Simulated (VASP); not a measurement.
A run of VASP 6.6.1:

The input POSCAR:

```
Cr
1.0
    0.0000000000      2.5239881335      2.5239881335
    2.5239881335      0.0000000000      2.5239881335
    2.5239881335      2.5239881335      0.0000000000
Cr
2
Direct
    0.5000000000      0.5000000000      0.5000000000
    0.7500000000      0.7500000000      0.7500000000
```

File INCAR.step1:

```
PREC     = Accurate       # precision mode
ENCUT    = 770            # plane-wave cutoff, eV
ISMEAR   = 0              # smearing method
SIGMA    = 0.1            # smearing width, eV
LREAL    = False          # projectors in reciprocal space
LASPH    = True           # aspherical terms in the spheres
NELM     = 200            # most SCF steps
ISPIN    = 2              # spin polarisation
MAGMOM   = 0.22 0.22      # initial moments
LMAXMIX  = 4              # l up to which the mixer works
NBANDS   = 25             # bands
GGA      = PE             # functional
ALGO     = Normal         # electronic algorithm
EDIFF    = 1E-5           # SCF threshold, eV
LWAVE    = True           # write WAVECAR
LCHARG   = False          # write CHGCAR
GGA_COMPAT= False
```

Contents of INCAR.step2:

```
PREC     = Accurate       # precision mode
ENCUT    = 770            # plane-wave cutoff, eV
EDIFF    = 1E-6           # SCF threshold, eV
ISMEAR   = 0              # smearing method
SIGMA    = 0.1            # smearing width, eV
LREAL    = False          # projectors in reciprocal space
LASPH    = True           # aspherical terms in the spheres
NELM     = 200            # most SCF steps
ALGO     = Normal         # electronic algorithm
ISIF     = 2              # what is computed and relaxed
LWAVE    = False          # write WAVECAR
LCHARG   = True           # write CHGCAR
ISPIN    = 2              # spin polarisation
MAGMOM   = 0.22 0.22      # initial moments
LORBIT   = 11             # projections on sites
LMAXMIX  = 4              # l up to which the mixer works
METAGGA  = R2SCAN         # meta-GGA
LMIXTAU  = True         
LELF     = True           # ELF
LVHAR    = True         
NBANDS   = 25             # bands
ISTART   = 1            
GGA_COMPAT= False
```

File KPOINTS:

```
Automatic mesh
0
Gamma
  6 6 6
```

Potentials or basis: VASP PAW PBE potentials, release 64 (Cr_sv).

Command:

```bash
$ cat potpaw_PBE.64/Cr_sv/POTCAR > POTCAR
$ cp INCAR.step1 INCAR
$ mpirun -np 1 vasp_std > vasp.out
$ cp INCAR.step2 INCAR
$ mpirun -np 1 vasp_std > vasp.out
```

Hardware: 1 thread of AMD EPYC 9R45 96-Core Processor (Zen 5), on a shared host.

**Question.** How long does it take, and how much memory?

**Answer.** Run time: 110 s on 1 thread of AMD EPYC 9R45 96-Core Processor (Zen 5), with other jobs on the host, peak memory 0.2 GiB. Counts: k points 16.
